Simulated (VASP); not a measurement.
Wanted: the native input for a VASP 6.6.1 run.

```
Task                   : single point
Functional             : LDA
Potentials or basis    : VASP PAW LDA potentials, release 64 (Ag)
Cutoff                 : 520 eV
k mesh                 : 20 × 20 × 20
Occupations            : fermi-dirac, width 0.15 eV
Spin                   : no spin polarisation
Dipole correction      : no
Further INCAR settings : ALGO = Fast; EDIFF = 1e-07; NBANDS = 12
```

The structure of Ag lies in POSCAR:

```
Ag
1.0
    0.0000000000      2.0139979986      2.0139979986
    2.0139979986      0.0000000000      2.0139979986
    2.0139979986      2.0139979986      0.0000000000
Ag
1
Direct
    0.0000000000      0.0000000000      0.0000000000
```

The input as run:

INCAR

```
  ALGO = Fast
  EDIFF = 1E-7
  ENCUT = 520
  ISIF = 2
  ISMEAR = -1
  LASPH = T
  LCHARG = F
  LREAL = F
  LWAVE = F
  NBANDS = 12
  NELM = 60
  PREC = Accurate
  SIGMA = 0.15
```

KPOINTS

```
k-points
0
Gamma
  20 20 20
```

Potentials or basis: VASP PAW LDA potentials, release 64 (Ag).

Command:

```sh
$ cat potpaw_LDA.64/Ag/POTCAR > POTCAR
$ mpirun -np 1 vasp_std > vasp.out
```

Results of the run:

```
Pressure               : -2.4 GPa
Band gap on the k mesh : zero (an odd number of electrons rules out a gap without spin polarisation)
```

It took 49 s on 1 thread of Intel(R) Xeon(R) Platinum 8259CL CPU @ 2.50GHz (Skylake/Cascade Lake), on a shared host, peak memory 0.17 GiB.
